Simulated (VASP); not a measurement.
A run of VASP 6.6.1 is set up as follows.

Contents of INCAR:

```
SYSTEM = Ba2LiIrO6
PREC     = Accurate       ! precision mode
ENCUT    = 520            ! plane-wave cutoff, eV
EDIFF    = 1E-6           ! SCF threshold, eV
ISMEAR   = 0              ! smearing method
SIGMA    = 0.2204         ! smearing width, eV
LREAL    = .FALSE.        ! projectors in reciprocal space
LASPH    = .TRUE.         ! aspherical terms in the spheres
NELM     = 100            ! most SCF steps
ALGO     = Normal         ! electronic algorithm
ISIF     = 2              ! what is computed and relaxed
LWAVE    = .FALSE.        ! write WAVECAR
LCHARG   = .FALSE.        ! write CHGCAR
GGA      = PE             ! functional
NBANDS   = 45             ! bands
```

The input KPOINTS:

```
Automatic mesh
0
G
  7 7 7
  0 0 0
```

The input POSCAR:

```
Ba2LiIrO6
1.0
    0.0000000000      4.0808710000      4.0808710000
    4.0808710000      0.0000000000      4.0808710000
    4.0808710000      4.0808710000      0.0000000000
Li Ba Ir O
1 2 1 6
Direct
    0.5000000000      0.5000000000      0.5000000000
    0.2500000000      0.2500000000      0.2500000000
    0.7500000000      0.7500000000      0.7500000000
    0.0000000000      0.0000000000      0.0000000000
    0.7648565173      0.2351434827      0.2351434827
    0.2351434827      0.7648565173      0.2351434827
    0.2351434827      0.7648565173      0.7648565173
    0.7648565173      0.2351434827      0.7648565173
    0.2351434827      0.2351434827      0.7648565173
    0.7648565173      0.7648565173      0.2351434827
```

Potentials or basis: VASP PAW PBE potentials, release 64 (Li_sv, Ba_sv, Ir, O).

Launch:

```console
$ cat potpaw_PBE.64/Li_sv/POTCAR potpaw_PBE.64/Ba_sv/POTCAR potpaw_PBE.64/Ir/POTCAR potpaw_PBE.64/O/POTCAR > POTCAR
$ mpirun -np 1 vasp_std > vasp.out
```

**Question.** Predict the band gap on the k mesh.

**Answer.** Zero (bands 34 and 35 overlap by 0.01 eV).

**Question.** What does it give for the largest force?

**Answer.** 0.261 eV/Å.

Forces on the atoms (eV/Å):
```
Li   0.000  0.000  0.000
Ba   0.000  0.000  0.000
Ba   0.000  0.000  0.000
Ir   0.000  0.000  0.000
O    0.261  0.000  0.000
O    0.000  0.261  0.000
O   -0.261  0.000  0.000
O    0.000 -0.261  0.000
O    0.000  0.000  0.261
O    0.000  0.000 -0.261
```

Caveat: spin-orbit coupling is left out, which moves the levels of the heavy elements.
